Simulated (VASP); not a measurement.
CuO: single point with PBE

The system is CuO.

```
Cu O
1.0
     1.95115   -2.11048    0.00000
     1.95115    2.11048    0.00000
     0.00000    0.00000    5.15593
Cu O
2 2
Cartesian
  0.9756 -1.0552 0.0000
  0.9756 1.0552 2.5780
  1.9511 0.0000 1.2890
  1.9511 0.0000 3.8669
```

```json
{
  "Program": "VASP 6.6.1",
  "Task": "single point",
  "Functional": "PBE",
  "Potentials or basis": "VASP PAW PBE potentials, release 64 (Cu, O)",
  "Cutoff": "520 eV",
  "k mesh": "8 × 8 × 5",
  "Occupations": "fermi-dirac, width 0.05 eV",
  "Spin": "no spin polarisation"
}
```

| Quantity | Value |
| --- | --- |
| Pressure | 8.3 GPa |
| Band gap on the k mesh | zero (band 17 reaches 5.99 eV, above the bottom of band 18 at 5.13 eV) |

Stress tensor (GPa, compression positive):
```
8.56 0.00 0.00
0.00 8.30 0.00
0.00 0.00 8.07
```

Levels at points of the mesh, in eV from the Fermi level:
| k point | band 15 | band 16 | band 17 | band 18 | band 19 | band 20 |
| --- | --- | --- | --- | --- | --- | --- |
| (0.00, 0.00, 0.00) | -2.40 | -2.04 | 0.59 | 0.79 | 1.55 | 6.25 |
| (0.50, 0.00, 0.00) | -1.62 | -1.55 | 0.24 | 0.46 | 3.55 | 6.13 |
| (0.50, 0.50, 0.00) | -1.62 | -1.23 | -1.18 | 1.21 | 2.18 | 7.22 |

It took 40 s on 1 thread of AMD EPYC 9R45 96-Core Processor (Zen 5), with other jobs on the host, peak memory 0.16 GiB.

Caveat: semilocal functionals often make such compounds metallic where correlation or magnetic order opens a gap, which also shifts bond lengths. With open d or f shells a metallic result of PBE can be an artefact of self-interaction; +U or a hybrid may open a gap.
